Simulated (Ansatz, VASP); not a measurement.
BN in VASP and in Ansatz

```xyz
4
Lattice="2.3496 0.0000 0.0000 -1.1748 2.0348 0.0000 0.0000 0.0000 4.3959" Properties=species:S:1:pos:R:3 pbc="T T T"
B     1.1748    0.6783    4.3947
B     0.0000    1.3566    2.1968
N     1.1748    0.6783    2.7487
N     0.0000    1.3566    0.5507
```

Change from the starting cell: strain -0.080 along x and y, +0.040 along z, atoms carried along.

Alike in both runs: task single point; functional r2SCAN; k mesh 12 × 12 × 6; occupations gaussian, width 0.05 eV; no spin polarisation.

|  | VASP | Ansatz |
| --- | --- | --- |
| version | VASP 6.6.1 | Ansatz 0.2.0 |
| potentials or method | VASP PAW PBE potentials, release 64 (B, N), cutoff 520 eV | scalar-relativistic, plane waves, PAW |
| valence electrons in the cell | 16 | 16 |

Ansatz gave:

| Property | Result |
| --- | --- |
| gap on the k mesh at the Fermi level (eV) | 4.94 |
| least direct gap on the mesh (eV) | 5.51 |
| pressure (GPa) | 64.2 |
| traceless stress, the component that is largest in VASP (GPa) | -101.85 |
| rms of the force components (eV/Å) | 0.081 |

Problem. Estimate VASP's values.

Solution. gap on the k mesh at the Fermi level (eV): 4.90; least direct gap on the mesh (eV): 5.50; pressure (GPa): 65.7; traceless stress, the component that is largest in VASP (GPa): -102.38; rms of the force components (eV/Å): 0.103.

VASP's potentials were made for PBE, not for r2SCAN. Atom by atom the forces differ by 0.022 eV/Å (rms over components). Both programs put the cell under a high pressure, so it lies far from rest at this level. With one functional, cell and mesh, what is left measures potentials, basis and numerics.

Noted on VASP's run: the cell as given lies far from equilibrium.
